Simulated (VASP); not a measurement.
# C (Fd-3m) in VASP: notebook

C is run at these levels: PBE; tasks: single point.

All numbers are computed with VASP 6.6.1; they aren't measurements. Logs are shortened: lines on timing, memory, paths and dates and some standing lists are left out, and cuts for length are marked.

### 1 The cell of the first run

The structure is cubic, space group Fd-3m (No. 227). Conventional cell: a = 3.567 Å, b = 3.567 Å, c = 3.567 Å, α = 90.00°, β = 90.00°, γ = 90.00°. C (site symmetry -43m) has 4 C at 1.54 Å within 2.1 Å.

### 2 Single point, PBE

The input, INCAR:

```
PREC = Accurate
ENCUT = 600
EDIFF = 1E-6
ISMEAR = 0
SIGMA = 0.01
LREAL = False
LASPH = True
NELM = 120
ALGO = Normal
ISIF = 2
LWAVE = False
LCHARG = False
GGA = PE
NBANDS = 11
GGA_COMPAT = False
```

The input, KPOINTS:

```
regular mesh
0
Gamma
  3 3 3
```

The input, POSCAR:

```
C
1.0
    0.0000000000      1.7835000000      1.7835000000
    1.7835000000      0.0000000000      1.7835000000
    1.7835000000      1.7835000000      0.0000000000
C
2
Direct
    0.0000000000      0.0000000000      0.0000000000
    0.2500000000      0.2500000000      0.2500000000
```

Potentials or basis: VASP PAW PBE potentials, release 64 (C).

Started as:

```bash
> cat potpaw_PBE.64/C/POTCAR > POTCAR
> mpirun -np 1 vasp_std > vasp.out
```

OUTCAR:

```text
PREC = Accurate
   ENCUT = 600
   EDIFF = 1E-6
   ISMEAR = 0
   LREAL = False
   LASPH = True
   NELM = 120
   ISIF = 2
   GGA = PE

 ion  position               nearest neighbor table
   1  0.000  0.000  0.000-   2 1.54   2 1.54   2 1.54   2 1.54
   2  0.250  0.250  0.250-   1 1.54   1 1.54   1 1.54   1 1.54

  LATTYP: Found a face centered cubic cell.
 ALAT       =     3.5670000000

  Lattice vectors:

 A1 = (   0.0000000000,   1.7835000000,   1.7835000000)
 A2 = (   1.7835000000,   0.0000000000,   1.7835000000)
 A3 = (   1.7835000000,   1.7835000000,   0.0000000000)

Analysis of symmetry for initial positions (statically):
=====================================================================
 Subroutine PRICEL returns:
 Original cell was already a primitive cell.

 Routine SETGRP: Setting up the symmetry group for a
 face centered cubic supercell.

 Subroutine GETGRP returns: Found 48 space group operations
 (whereof 24 operations were pure point group operations)
 out of a pool of 48 trial point group operations.

The static configuration has the point symmetry T_d .
 The point group associated with its full space group is O_h .

Analysis of symmetry for dynamics (positions and initial velocities):
=====================================================================
 Subroutine PRICEL returns:
 Original cell was already a primitive cell.

 Routine SETGRP: Setting up the symmetry group for a
 face centered cubic supercell.

 Subroutine GETGRP returns: Found 48 space group operations
 (whereof 24 operations were pure point group operations)
 out of a pool of 48 trial point group operations.

The dynamic configuration has the point symmetry T_d .
 The point group associated with its full space group is O_h .

 Subroutine INISYM returns: Found 48 space group operations
 (whereof 24 operations are pure point group operations),
 and found     1 'primitive' translations

----------------------------------------------------------------------------------------

                                     Primitive cell

  volume of cell :      11.3462

  direct lattice vectors                    reciprocal lattice vectors
     0.000000000  1.783500000  1.783500000    -0.280347631  0.280347631  0.280347631
     1.783500000  0.000000000  1.783500000     0.280347631 -0.280347631  0.280347631
     1.783500000  1.783500000  0.000000000     0.280347631  0.280347631 -0.280347631

  length of vectors
     2.522249888  2.522249888  2.522249888     0.485576341  0.485576341  0.485576341

  position of ions in fractional coordinates (direct lattice)
     0.000000000  0.000000000  0.000000000
     0.250000000  0.250000000  0.250000000

  ion indices of the primitive-cell ions
   primitive index   ion index
                 1           1
                 2           2

----------------------------------------------------------------------------------------

 KPOINTS: regular mesh

Automatic generation of k-mesh.
 Grid dimensions read from file:
 generate k-points for:    3    3    3

 Generating k-lattice:

  Cartesian coordinates                     Fractional coordinates (reciprocal lattice)
    -0.093449210  0.093449210  0.093449210     0.333333333  0.000000000  0.000000000
     0.093449210 -0.093449210  0.093449210     0.000000000  0.333333333  0.000000000
     0.093449210  0.093449210 -0.093449210     0.000000000  0.000000000  0.333333333

  Length of vectors
     0.161858780  0.161858780  0.161858780

  Shift w.r.t. Gamma in fractional coordinates (k-lattice)
     0.000000000  0.000000000  0.000000000

 Subroutine IBZKPT returns following result:
 ===========================================

 Found      4 irreducible k-points:

 Following reciprocal coordinates:
            Coordinates               Weight
  0.000000  0.000000  0.000000      1.000000
  0.333333  0.000000  0.000000      8.000000
  0.333333  0.333333  0.000000      6.000000
 -0.333333  0.333333  0.000000     12.000000
   k-points           NKPTS =      4   k-points in BZ     NKDIM =      4   number of bands    NBANDS=     11
   number of dos      NEDOS =    301   number of ions     NIONS =      2
   total plane-waves  NPLWV =   8000
   dimension x,y,z NGX =    20 NGY =   20 NGZ =   20
   dimension x,y,z NGXF=    40 NGYF=   40 NGZF=   40
   ions per type =               2
   NGX,Y,Z   is equivalent  to a cutoff of  13.18, 13.18, 13.18 a.u.
   NGXF,Y,Z  is equivalent  to a cutoff of  26.36, 26.36, 26.36 a.u.
 SYSTEM =  unknown system
   PREC   = accura    normal or accurate (medium, high low for compatibility)
   ISTART =      0    job   : 0-new  1-cont  2-samecut
   ICHARG =      2    charge: 1-file 2-atom 10-const
   ISPIN  =      1    spin polarized calculation?
   LNONCOLLINEAR =      F non collinear calculations
   LSORBIT =      F    spin-orbit coupling
   LASPH  =      T    aspherical Exc in radial PAW
   ENCUT  =  600.0 eV  44.10 Ry    6.64 a.u.   5.04  5.04  5.04*2*pi/ulx,y,z
   NELM   =    120;   NELMIN=  2; NELMDL= -5     # of ELM steps
   EDIFF  = 0.1E-05   stopping-criterion for ELM
   LREAL  =      F    real-space projection
[... 7 lines left out ...]
   TEBEG  =    0.0;   TEEND  =   0.0 temperature during run
   PSTRESS=    0.0 pullay stress
   NELECT =       8.0000    total number of electrons
   NUPDOWN=      -1.0000    fix difference up-down
   EMIN   =  10.00;   EMAX   =-10.00  energy-range for DOS
   EFERMI =   0.00;   METHOD = LEGACY
   ISMEAR =     0;   SIGMA  =   0.01  broadening in eV -4-tet -1-fermi 0-gaus
   EFERMI_NEDOS =   21; number of points for ismear=-14 and -15
   IALGO  =     38    algorithm
   IMIX   =      4    mixing-type and parameters
     AMIX     =   0.40;   BMIX     =  1.00
     AMIX_MAG =   1.60;   BMIX_MAG =  1.00
  volume/ion in A,a.u.               =       5.67        38.28
  Fermi-wavevector in a.u.,A,eV,Ry     =   1.457097  2.753514 28.886949  2.123131
  Thomas-Fermi vector in A             =   2.573938
   LORBIT       =      0    0 simple, 1 ext, 2 COOP (PROOUT), +10 PAW based schemes
   GGA     = PE    functional components
   LHFCALC =     F    Hartree Fock is set to
   AEXX    =    0.0000 exact exchange contribution
   IVDW    =     0    specifies the selected vdW correction
   LEPSILON=     F    determine dielectric tensor
   LRPA    =     F    only Hartree local field effects (RPA)
 non-spin polarized calculation
 Gauss-broadening in eV      SIGMA  =   0.01
  energy-cutoff  :      600.00
  volume of cell :       11.35
 maximum number of plane-waves:       383
   NGX =  9   NGY =  9   NGZ =  9

 number of electron       7.9999999 magnetization

 Free energy of the ion-electron system (eV)
  ---------------------------------------------------
  ext. energy  EPLUGINS =         0.00000000
  ---------------------------------------------------
  free energy    TOTEN  =       -17.60919043 eV

  energy without entropy =      -17.60919043  energy(sigma->0) =      -17.60919043

 E-fermi :   9.9293     XC(G=0): -13.2063

 val. band max:        9.8320470947   @ k =   0.0000   0.0000   0.0000
 cond. band min:      13.9427241785   @ k =   0.3333   0.3333   0.0000
 fundamental gap:      4.1106770839
 Fermi energy:         9.9292862056

 k-point     1 :       0.0000    0.0000    0.0000
  band No.  band energies     occupation
      1     -11.6836      2.00000
      2       9.8320      2.00000
      3       9.8320      2.00000
      4       9.8320      2.00000
      5      15.3946      0.00000
      6      15.3946      0.00000
      7      15.3946      0.00000
      8      23.1586      0.00000
      9      29.0823      0.00000
     10      36.2877      0.00000
     11      36.2877      0.00000

 k-point     2 :       0.3333    0.0000    0.0000
  band No.  band energies     occupation
      1      -8.6645      2.00000
      2       0.4340      2.00000
      3       7.5045      2.00000
      4       7.5045      2.00000
      5      18.0813      0.00000
      6      18.0813      0.00000
      7      18.3817      0.00000
      8      25.0662      0.00000
      9      30.7466      0.00000
     10      32.9857      0.00000
     11      32.9857      0.00000

 k-point     3 :       0.3333    0.3333    0.0000
  band No.  band energies     occupation
      1      -7.6587      2.00000
      2       2.6384      2.00000
      3       4.5017      2.00000
      4       4.5017      2.00000
      5      13.9427      0.00000
      6      17.5180      0.00000
      7      23.8749      0.00000
      8      23.8749      0.00000
      9      31.1209      0.00000
     10      33.0129      0.00000
     11      41.4847      0.00000

 k-point     4 :      -0.3333    0.3333    0.0000
  band No.  band energies     occupation
      1      -4.2486      2.00000
      2      -1.1293      2.00000
      3       0.4204      2.00000
      4       5.1299      2.00000
      5      16.1357      0.00000
      6      22.7389      0.00000
      7      23.3535      0.00000
      8      24.8205      0.00000
      9      26.7379      0.00000
     10      33.4719      0.00000
     11      34.6425      0.00000

------------------------ aborting loop because EDIFF is reached ----------------------------------------

  FORCE on cell =-STRESS in cart. coord.  units (eV):
  Direction    XX          YY          ZZ          XY          YZ          ZX
  --------------------------------------------------------------------------------------
  -------------------------------------------------------------------------------------
  Total        0.4894616      0.4894616      0.4894616      0.0000000      0.0000000      0.0000000
  in kB       69.1162091     69.1162091     69.1162091      0.0000000      0.0000000      0.0000000
  external PRESSURE =      69.1162091 kB  Pullay stress =       0.0000000 kB

 VOLUME and BASIS-vectors are now :
 -----------------------------------------------------------------------------
  energy-cutoff  :      600.00
  volume of cell :       11.35
      direct lattice vectors                 reciprocal lattice vectors
     0.000000000  1.783500000  1.783500000    -0.280347631  0.280347631  0.280347631
     1.783500000  0.000000000  1.783500000     0.280347631 -0.280347631  0.280347631
     1.783500000  1.783500000  0.000000000     0.280347631  0.280347631 -0.280347631

 POSITION                                       TOTAL-FORCE (eV/Angst)
 -----------------------------------------------------------------------------------
      0.00000      0.00000      0.00000        -0.000000     -0.000000     -0.000000
      0.89175      0.89175      0.89175         0.000000      0.000000      0.000000
 -----------------------------------------------------------------------------------
    total drift:                                0.000000      0.000000      0.000000

  FREE ENERGIE OF THE ION-ELECTRON SYSTEM (eV)
  ---------------------------------------------------
  free  energy   TOTEN  =       -17.6091904302 eV

  energy  without entropy=      -17.6091904302  energy(sigma->0) =      -17.60919043
```

Run time: 3.3 s. Hardware: 1 thread of Intel Xeon 8259CL, shared host; peak memory 0.11 GiB.

What came out:

```
Free energy            : -17.6092 eV
Pressure               : 6.9 GPa
Band gap on the k mesh : 4.11 eV, indirect (least direct gap 5.56 eV)
```

Levels at points of the mesh, in eV from the valence-band top:
```tsv
k point	band 2	band 3	band 4	band 5	band 6	band 7
(0.00, 0.00, 0.00)	0.00	0.00	0.00	5.56	5.56	5.56
```

Caveat: the k points lie up to 1.02 Å⁻¹ apart. Expect the measured gap to be larger: semilocal functionals such as PBE lack the derivative discontinuity.

### 3 Single point, PBE

This run uses another cell than the first one, of 5.90 Å³/atom, 1.040 times its volume.

The input, INCAR:

```
ALGO = Normal
EDIFF = 1E-6
ENCUT = 600
GGA = PE
GGA_COMPAT = False
ISIF = 2
ISMEAR = 0
LASPH = True
LCHARG = False
LREAL = False
LWAVE = False
NBANDS = 11
NELM = 120
PREC = Accurate
SIGMA = 0.01
```

The input, KPOINTS:

```
k-points
0
Gamma
  3 3 3
```

The input, POSCAR:

```
C
1.0
    0.0000000000      1.8069697967      1.8069697967
    1.8069697967      0.0000000000      1.8069697967
    1.8069697967      1.8069697967      0.0000000000
C
2
Direct
    0.0000000000      0.0000000000      0.0000000000
    0.2500000000      0.2500000000      0.2500000000
```

Potentials or basis: VASP PAW PBE potentials, release 64 (C).

Started as:

```bash
> cat potpaw_PBE.64/C/POTCAR > POTCAR
> mpirun -np 1 vasp_std > vasp.out
```

Run time: 3 s. Hardware: 1 thread of Intel Xeon 8259CL, shared host; peak memory 0.11 GiB.

The run converged. Its results:

* Free energy: -17.6070 eV
* Pressure: -9.7 GPa
* Band gap on the k mesh: 4.03 eV, indirect (least direct gap 5.46 eV)

Levels at points of the mesh, in eV from the valence-band top:
```csv
k point,band 2,band 3,band 4,band 5,band 6,band 7
"(0.00, 0.00, 0.00)",0.00,0.00,0.00,5.46,5.46,5.46
```

Caveat: the k points lie up to 1.00 Å⁻¹ apart.

### 4 Single point, PBE

This run uses another cell than the first one, of 6.13 Å³/atom, 1.080 times its volume.

The input, INCAR:

```
PREC = Accurate
ENCUT = 600
EDIFF = 1E-6
ISMEAR = 0
SIGMA = 0.01
LREAL = False
LASPH = True
NELM = 120
ALGO = Normal
ISIF = 2
LWAVE = False
LCHARG = False
GGA = PE
NBANDS = 11
GGA_COMPAT = False
```

The input, KPOINTS:

```
regular mesh
0
Gamma
  3 3 3
```

The input, POSCAR:

```
C
1.0
    0.0000000000      1.8298452605      1.8298452605
    1.8298452605      0.0000000000      1.8298452605
    1.8298452605      1.8298452605      0.0000000000
C
2
Direct
    0.0000000000      0.0000000000      0.0000000000
    0.2500000000      0.2500000000      0.2500000000
```

Potentials or basis: VASP PAW PBE potentials, release 64 (C).

Started as:

```bash
> cat potpaw_PBE.64/C/POTCAR > POTCAR
> mpirun -np 1 vasp_std > vasp.out
```

OUTCAR:

```text
PREC = Accurate
   ENCUT = 600
   EDIFF = 1E-6
   ISMEAR = 0
   LREAL = False
   LASPH = True
   NELM = 120
   ISIF = 2
   GGA = PE

 ion  position               nearest neighbor table
   1  0.000  0.000  0.000-   2 1.58   2 1.58   2 1.58   2 1.58
   2  0.250  0.250  0.250-   1 1.58   1 1.58   1 1.58   1 1.58

  LATTYP: Found a face centered cubic cell.
 ALAT       =     3.6596905210

  Lattice vectors:

 A1 = (   0.0000000000,   1.8298452605,   1.8298452605)
[... 221 lines left out ...]

------------------------ aborting loop because EDIFF is reached ----------------------------------------

  FORCE on cell =-STRESS in cart. coord.  units (eV):
  Direction    XX          YY          ZZ          XY          YZ          ZX
  --------------------------------------------------------------------------------------
  -------------------------------------------------------------------------------------
  Total       -1.7929283     -1.7929283     -1.7929283      0.0000000      0.0000000      0.0000000
  in kB     -234.4231022   -234.4231022   -234.4231022      0.0000000      0.0000000      0.0000000
  external PRESSURE =    -234.4231022 kB  Pullay stress =       0.0000000 kB

 VOLUME and BASIS-vectors are now :
 -----------------------------------------------------------------------------
  energy-cutoff  :      600.00
  volume of cell :       12.25
      direct lattice vectors                 reciprocal lattice vectors
     0.000000000  1.829845260  1.829845260    -0.273247149  0.273247149  0.273247149
     1.829845260  0.000000000  1.829845260     0.273247149 -0.273247149  0.273247149
     1.829845260  1.829845260  0.000000000     0.273247149  0.273247149 -0.273247149

 POSITION                                       TOTAL-FORCE (eV/Angst)
 -----------------------------------------------------------------------------------
      0.00000      0.00000      0.00000        -0.000000     -0.000000     -0.000000
      0.91492      0.91492      0.91492         0.000000      0.000000      0.000000
 -----------------------------------------------------------------------------------
    total drift:                               -0.000000      0.000000      0.000000

  FREE ENERGIE OF THE ION-ELECTRON SYSTEM (eV)
  ---------------------------------------------------
  free  energy   TOTEN  =       -17.5604628565 eV

  energy  without entropy=      -17.5604628565  energy(sigma->0) =      -17.56046286
```

OSZICAR:

```text
N       E                     dE             d eps       ncg     rms          rms(c)
DAV:   1     0.465355884042E+01    0.46536E+01   -0.50311E+03    88   0.782E+02
DAV:   2    -0.176435895789E+02   -0.22297E+02   -0.21769E+02   108   0.137E+02
DAV:   3    -0.181318535125E+02   -0.48826E+00   -0.48751E+00   111   0.163E+01
DAV:   4    -0.181327613126E+02   -0.90780E-03   -0.90779E-03   100   0.782E-01
DAV:   5    -0.181327625462E+02   -0.12336E-05   -0.12337E-05    97   0.320E-02    0.521E+00
DAV:   6    -0.177042939028E+02    0.42847E+00   -0.21321E-01    97   0.326E+00    0.312E+00
DAV:   7    -0.175582269716E+02    0.14607E+00   -0.27820E-01    91   0.375E+00    0.658E-01
DAV:   8    -0.175603713887E+02   -0.21444E-02   -0.77706E-03    94   0.625E-01    0.476E-02
DAV:   9    -0.175604412984E+02   -0.69910E-04   -0.87110E-05   102   0.749E-02    0.236E-02
DAV:  10    -0.175604626627E+02   -0.21364E-04   -0.17768E-05    94   0.355E-02    0.566E-03
DAV:  11    -0.175604628565E+02   -0.19386E-06   -0.39938E-07   108   0.546E-03
   1 F= -.17560463E+02 E0= -.17560463E+02  d E =-.663790E-23
```

Run time: 1.3 s. Hardware: 1 thread of AMD EPYC 9R45 (Zen 5), shared host; peak memory 0.09 GiB.

Results:

```
Free energy            : -17.5605 eV
Pressure               : -23.4 GPa
Band gap on the k mesh : 3.94 eV, indirect (least direct gap 5.35 eV)
```

Caveat: the k points lie up to 0.99 Å⁻¹ apart.

### 5 Summary

```csv
cell,gap on the mesh (eV),pressure (GPa)
"a = 2.522 Å, angles 60.0°, 2 atoms",4.11,6.9
"a = 2.555 Å, angles 60.0°, 2 atoms",4.03,-9.7
"a = 2.588 Å, angles 60.0°, 2 atoms",3.94,-23.4
```

Alike in all rows: task single point; level PBE; potentials or basis VASP PAW PBE potentials, release 64 (C); no spin polarisation; k mesh 3 × 3 × 3; cutoff (eV) 600; smearing gaussian 0.01 eV.

Caveats: all runs use coarse meshes.

Total energies depend on the potentials used, so only differences within one code and one set of settings carry meaning.
